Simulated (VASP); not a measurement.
Runs of VASP 6.6.1 on InP. The structure is that of space group P6_3/mmc (No. 194), or close to it. The cells are those of the table. 

```csv
task,level,cell,cutoff (eV),gap on the mesh (eV),pressure (GPa)
relaxation of cell and atoms,PBE,"relaxed from a = 3.701, b = 3.701, c = 6.033 Å, angles 90.0, 90.0, 120.0°, 4 atoms",600,none,0.0
single point,r2SCAN,"a = 3.853, b = 3.853, c = 6.553 Å, angles 90.0, 90.0, 120.0°, 4 atoms",520,none,0.0
single point,PBE,"a = 3.884, b = 3.884, c = 6.609 Å, angles 90.0, 90.0, 120.0°, 4 atoms",520,none,-0.1
single point,PBE,"a = 3.853, b = 3.853, c = 6.553 Å, angles 90.0, 90.0, 120.0°, 4 atoms",520,none,(a)
```

Alike in all rows: potentials or basis VASP PAW PBE potentials, release 64 (In_d, P); no spin polarisation; k mesh 12 × 12 × 4; smearing fermi-dirac 0.02 eV.

Estimate the missing entries.

(a) 1.8.

Caveats: spin-orbit coupling is left out, which moves the levels of the heavy elements; the PAW data sets were made with another functional, which shifts forces and pressure a little (at least some runs).

A k mesh can miss the band edges, and the runs leave out spin-orbit coupling on In.

A gap of «none» marks levels without a gap at the run's occupations.
